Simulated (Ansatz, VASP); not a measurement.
## One calculation of BN, two programs

File POSCAR:

```
BN
1.0
    2.5410452472      0.0000000000      0.0000000000
   -1.2631167351      2.2048689444      0.0000000000
   -0.6389642561     -1.1024344721      3.0623148244
N B
1 1
Direct
    0.6685060000      0.3323850000      0.9849990000
    0.9796430000      0.9834990000      0.0018060000
```

INCAR.step1

```
  PREC = Accurate
  ENCUT = 520
  ISMEAR = -1
  SIGMA = 0.05
  LREAL = False
  LASPH = True
  NELM = 60
  NBANDS = 11
  GGA = PE
  ALGO = Normal
  EDIFF = 1E-4
  LWAVE = True
  LCHARG = False
```

Contents of INCAR.step2:

```
  PREC = Accurate
  ENCUT = 520
  EDIFF = 1E-7
  ISMEAR = -1
  SIGMA = 0.05
  LREAL = False
  LASPH = True
  NELM = 60
  ALGO = Normal
  ISIF = 2
  LWAVE = False
  LCHARG = False
  METAGGA = R2SCAN
  LMIXTAU = True
  NBANDS = 11
  ISTART = 1
```

File KPOINTS:

```
regular mesh
0
Gamma
  13 13 9
```

File input.yaml:

```yaml
crystal:
  lattice:
    - [2.5410452472, 0.0, 0.0]
    - [-1.2631167351, 2.2048689444, 0.0]
    - [-0.6389642561, -1.1024344721, 3.0623148244]
  atoms:
    - { symbol: "N", position: [0.668506, 0.332385, 0.984999] }
    - { symbol: B, position: [0.979643, 0.983499, 0.001806] }
hamiltonian:
  xc: r2scan
  pseudopotentials: { kind: paw }
kpoints:
  mp_grid: { grid: [13, 13, 9] }
scf:
  occupations: { method: fermi_dirac, width: 0.05 }
output:
  forces: true
  stress: true
  eigenvalues: true
```

Alike in both runs: task single point; functional r2SCAN; k mesh 13 × 13 × 9; occupations fermi-dirac, width 0.05 eV; no spin polarisation.

|  | VASP | Ansatz |
| --- | --- | --- |
| version | VASP 6.6.1 | Ansatz 0.2.0 |
| potentials or method | VASP PAW PBE potentials, release 64 (N, B) | Ansatz PAW |
| plane-wave cutoff (eV) | 520 | 500 |
| valence electrons in the cell | 8 | 8 |

Ansatz gave:

* gap on the k mesh at the Fermi level (eV): 3.31
* least direct gap on the mesh (eV): 5.06
* pressure (GPa): -9.3
* traceless stress, the component that is largest in VASP (GPa): 14.54
* rms of the force components (eV/Å): 1.449

Question: What did VASP give for the same quantities?

Answer: gap on the k mesh at the Fermi level (eV): 3.33; least direct gap on the mesh (eV): 5.12; pressure (GPa): -8.9; traceless stress, the component that is largest in VASP (GPa): 13.91; rms of the force components (eV/Å): 1.442.

VASP's potentials were made for PBE, not for r2SCAN. Atom by atom the forces differ by 0.007 eV/Å (rms over components).

Noted on Ansatz's run: odd divisions of the mesh miss points on the zone boundary, where band edges often lie, so the gap on the mesh can be too wide.
